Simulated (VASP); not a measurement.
# MgS (Niningerite) (Fm-3m) in VASP: a series of runs, part 2 of 2

VASP 6.6.1. Earlier steps stand in the parts before.

## (3) Single point, r2SCAN

Contents of POSCAR:

```
MgS
1.0
    0.0000000000      2.6015177400      2.6015177400
    2.6015177400      0.0000000000      2.6015177400
    2.6015177400      2.6015177400      0.0000000000
Mg S
1 1
Direct
    0.0000000000      0.0000000000      0.0000000000
    0.5000000000      0.5000000000      0.5000000000
```

Contents of INCAR.step1:

```
SYSTEM = MgS
ALGO = Normal
EDIFF = 1E-4
ENCUT = 520
GGA = PE
ISMEAR = 0
LASPH = .True.
LCHARG = .False.
LREAL = .False.
LWAVE = .True.
NBANDS = 11
NELM = 60
PREC = Accurate
SIGMA = 0.01
```

Contents of INCAR.step2:

```
SYSTEM = MgS
ALGO = Normal
EDIFF = 1E-6
ENCUT = 520
ISIF = 2
ISMEAR = 0
ISTART = 1
LASPH = .True.
LCHARG = .False.
LMIXTAU = .True.
LREAL = .False.
LWAVE = .False.
METAGGA = R2SCAN
NBANDS = 11
NELM = 60
PREC = Accurate
SIGMA = 0.01
```

Contents of KPOINTS:

```
k-points
0
Gamma
  6 6 6
  0 0 0
```

Potentials or basis: VASP PAW PBE potentials, release 64 (Mg, S).

Run with:

```console
$ cat potpaw_PBE.64/Mg/POTCAR potpaw_PBE.64/S/POTCAR > POTCAR
$ cp INCAR.step1 INCAR
$ mpirun -np 1 vasp_std > vasp.out
$ cp INCAR.step2 INCAR
$ mpirun -np 1 vasp_std > vasp.out
```

Wall time 26 s (1 thread of Intel Xeon 6975P-C, shared host); peak memory 0.16 GiB.

It converged, with:

* Free energy: -15.5086 eV
* Pressure: -0.4 GPa
* Band gap on the k mesh: 3.43 eV, indirect (least direct gap 4.62 eV)

Levels at points of the mesh, in eV from the valence-band top:
| k point | band 1 | band 2 | band 3 | band 4 | band 5 | band 6 | band 7 | band 8 |
| --- | --- | --- | --- | --- | --- | --- | --- | --- |
| (0.00, 0.00, 0.00) | -13.18 | 0.00 | 0.00 | 0.00 | 4.62 | 8.53 | 8.53 | 8.53 |
| (0.50, 0.00, 0.00) | -11.85 | -4.88 | -0.62 | -0.62 | 5.22 | 7.50 | 7.50 | 11.23 |
| (0.50, 0.50, 0.00) | -11.47 | -4.27 | -1.73 | -1.73 | 3.43 | 4.92 | 13.14 | 13.49 |

Caveat: the PAW data sets were made with another functional, which shifts forces and pressure a little.

## (4) Single point, HSE06

POSCAR is that of step 3.

Contents of INCAR.step1:

```
ALGO     = Normal         # electronic algorithm
EDIFF    = 1E-5           # SCF threshold, eV
ENCUT    = 520            # plane-wave cutoff, eV
GGA      = PE             # functional
ISIF     = 2              # what is computed and relaxed
ISMEAR   = 0              # smearing method
LASPH    = True           # aspherical terms in the spheres
LCHARG   = False          # write CHGCAR
LREAL    = False          # projectors in reciprocal space
LWAVE    = True           # write WAVECAR
NBANDS   = 11             # bands
NELM     = 80             # most SCF steps
PREC     = Accurate       # precision mode
SIGMA    = 0.01           # smearing width, eV
```

Contents of INCAR.step2:

```
ALGO     = Normal         # electronic algorithm
EDIFF    = 1E-6           # SCF threshold, eV
ENCUT    = 520            # plane-wave cutoff, eV
GGA      = PE             # functional
HFSCREEN = 0.2079         # screening, 1/A
ISIF     = 2              # what is computed and relaxed
ISMEAR   = 0              # smearing method
ISTART   = 1            
LASPH    = True           # aspherical terms in the spheres
LCHARG   = False          # write CHGCAR
LHFCALC  = True           # exact exchange
LREAL    = False          # projectors in reciprocal space
LWAVE    = False          # write WAVECAR
NBANDS   = 11             # bands
NELM     = 80             # most SCF steps
PREC     = Accurate       # precision mode
PRECFOCK = Normal       
SIGMA    = 0.01           # smearing width, eV
```

Contents of KPOINTS:

```
k-points
0
Gamma
  6 6 6
```

Run with:

```console
$ cat potpaw_PBE.64/Mg/POTCAR potpaw_PBE.64/S/POTCAR > POTCAR
$ cp INCAR.step1 INCAR
$ mpirun -np 1 vasp_std > vasp.out
$ cp INCAR.step2 INCAR
$ mpirun -np 1 vasp_std > vasp.out
```

Run time: 12 min. Hardware: 1 thread of Intel Xeon 6975P-C, shared host; peak memory 0.28 GiB.

The run converged. Its results:

| Quantity | Value |
| --- | --- |
| Free energy | -9.8870 eV |
| Pressure | -0.7 GPa |
| Band gap on the k mesh | 3.75 eV, indirect (least direct gap 4.80 eV) |

Levels at points of the mesh, in eV from the valence-band top:
| k point | band 1 | band 2 | band 3 | band 4 | band 5 | band 6 | band 7 | band 8 | band 9 |
| --- | --- | --- | --- | --- | --- | --- | --- | --- | --- |
| (0.00, 0.00, 0.00) | -13.96 | 0.00 | 0.00 | 0.00 | 4.80 | 9.10 | 9.10 | 9.10 | 11.69 |
| (0.50, 0.00, 0.00) | -12.53 | -5.27 | -0.65 | -0.65 | 5.55 | 8.05 | 8.05 | 11.59 | 13.52 |
| (0.50, 0.50, 0.00) | -12.12 | -4.60 | -1.84 | -1.84 | 3.75 | 5.34 | 13.52 | 14.34 | 14.92 |

Caveat: the PAW data sets were made with another functional, which shifts forces and pressure a little.

## (5) Single point, HSE06

POSCAR is that of step 4.

Contents of INCAR.step1:

```
SYSTEM = MgS
ALGO = Normal
EDIFF = 1E-5
ENCUT = 520
GGA = PE
ISIF = 2
ISMEAR = 0
LASPH = .TRUE.
LCHARG = .FALSE.
LREAL = .FALSE.
LWAVE = .TRUE.
NBANDS = 11
NELM = 100
PREC = Accurate
SIGMA = 0.01
```

Contents of INCAR.step2:

```
SYSTEM = MgS
ALGO = Normal
EDIFF = 1E-6
ENCUT = 520
GGA = PE
HFSCREEN = 0.2079
ISIF = 2
ISMEAR = 0
ISTART = 1
LASPH = .TRUE.
LCHARG = .FALSE.
LHFCALC = .TRUE.
LREAL = .FALSE.
LWAVE = .FALSE.
NBANDS = 11
NELM = 100
PREC = Accurate
PRECFOCK = Normal
SIGMA = 0.01
```

Contents of KPOINTS:

```
k-points
0
G
  6 6 6
  0 0 0
```

Potentials or basis: VASP PAW PBE potentials, release 64 (Mg, S).

Run with:

```console
$ cat potpaw_PBE.64/Mg/POTCAR potpaw_PBE.64/S/POTCAR > POTCAR
$ cp INCAR.step1 INCAR
$ mpirun -np 1 vasp_std > vasp.out
$ cp INCAR.step2 INCAR
$ mpirun -np 1 vasp_std > vasp.out
```

OUTCAR:

```text
SYSTEM = MgS
   EDIFF = 1E-6
   ENCUT = 520
   GGA = PE
   HFSCREEN = 0.2079
   ISIF = 2
   ISMEAR = 0
   ISTART = 1
   LASPH = .TRUE.
   LHFCALC = .TRUE.
   LREAL = .FALSE.
   NELM = 100
   PREC = Accurate
   PRECFOCK = Normal

 ion  position               nearest neighbor table
   1  0.000  0.000  0.000-   2 2.60   2 2.60   2 2.60   2 2.60   2 2.60   2 2.60
   2  0.500  0.500  0.500-   1 2.60   1 2.60   1 2.60   1 2.60   1 2.60   1 2.60

  LATTYP: Found a face centered cubic cell.
[... 413 lines left out ...]

  FORCE on cell =-STRESS in cart. coord.  units (eV):
  Direction    XX          YY          ZZ          XY          YZ          ZX
  --------------------------------------------------------------------------------------
  -------------------------------------------------------------------------------------
  Total       -0.1571883     -0.1571883     -0.1571883      0.0000000      0.0000000     -0.0000000
  in kB       -7.1518828     -7.1518828     -7.1518828      0.0000000      0.0000000     -0.0000000
  external PRESSURE =      -7.1518828 kB  Pullay stress =       0.0000000 kB

 VOLUME and BASIS-vectors are now :
 -----------------------------------------------------------------------------
  energy-cutoff  :      520.00
  volume of cell :       35.21
      direct lattice vectors                 reciprocal lattice vectors
     0.000000000  2.601517740  2.601517740    -0.192195499  0.192195499  0.192195499
     2.601517740  0.000000000  2.601517740     0.192195499 -0.192195499  0.192195499
     2.601517740  2.601517740  0.000000000     0.192195499  0.192195499 -0.192195499

 POSITION                                       TOTAL-FORCE (eV/Angst)
 -----------------------------------------------------------------------------------
      0.00000      0.00000      0.00000        -0.000000      0.000000      0.000000
      2.60152      2.60152      2.60152         0.000000     -0.000000     -0.000000
 -----------------------------------------------------------------------------------
    total drift:                               -0.000141     -0.000187     -0.000209

  FREE ENERGIE OF THE ION-ELECTRON SYSTEM (eV)
  ---------------------------------------------------
  free  energy   TOTEN  =        -9.8869726828 eV

  energy  without entropy=       -9.8869726828  energy(sigma->0) =       -9.88697268
```

OUTCAR.step1:

```text
SYSTEM = MgS
   EDIFF = 1E-5
   ENCUT = 520
   GGA = PE
   ISIF = 2
   ISMEAR = 0
[... 435 lines left out ...]
      0.00000      0.00000      0.00000        -0.000000     -0.000000      0.000000
      2.60152      2.60152      2.60152         0.000000      0.000000     -0.000000
 -----------------------------------------------------------------------------------
    total drift:                                0.000000      0.000000      0.000000

  FREE ENERGIE OF THE ION-ELECTRON SYSTEM (eV)
  ---------------------------------------------------
  free  energy   TOTEN  =        -8.4991764641 eV

  energy  without entropy=       -8.4991764641  energy(sigma->0) =       -8.49917646
```

OSZICAR.step1:

```text
N       E                     dE             d eps       ncg     rms          rms(c)
DAV:   1     0.233801568296E+02    0.23380E+02   -0.37367E+03   352   0.598E+02
DAV:   2    -0.743370125740E+01   -0.30814E+02   -0.28207E+02   446   0.104E+02
DAV:   3    -0.889731472512E+01   -0.14636E+01   -0.14613E+01   446   0.239E+01
DAV:   4    -0.890592118746E+01   -0.86065E-02   -0.86059E-02   412   0.218E+00
DAV:   5    -0.890598595204E+01   -0.64765E-04   -0.64764E-04   448   0.178E-01    0.441E+00
DAV:   6    -0.853977545738E+01    0.36621E+00   -0.78406E-01   385   0.350E+00    0.345E+00
DAV:   7    -0.849932994019E+01    0.40446E-01   -0.21630E-01   409   0.202E+00    0.228E+00
DAV:   8    -0.849944950175E+01   -0.11956E-03   -0.14774E-02   367   0.741E-01    0.102E+00
DAV:   9    -0.849916277253E+01    0.28673E-03   -0.78580E-04   425   0.164E-01    0.353E-01
DAV:  10    -0.849917969479E+01   -0.16922E-04   -0.22327E-04   397   0.690E-02    0.407E-02
DAV:  11    -0.849917646413E+01    0.32307E-05   -0.21327E-05   371   0.205E-02
   1 F= -.84991765E+01 E0= -.84991765E+01  d E =-.140117E-27
```

Run time: 12 min. Hardware: 1 thread of Intel Xeon 6975P-C, shared host; peak memory 0.28 GiB.

What came out:

| Property | Result |
| --- | --- |
| Free energy | -9.8870 eV |
| Pressure | -0.7 GPa |
| Band gap on the k mesh | 3.75 eV, indirect (least direct gap 4.80 eV) |

Caveat: the PAW data sets were made with another functional, which shifts forces and pressure a little.
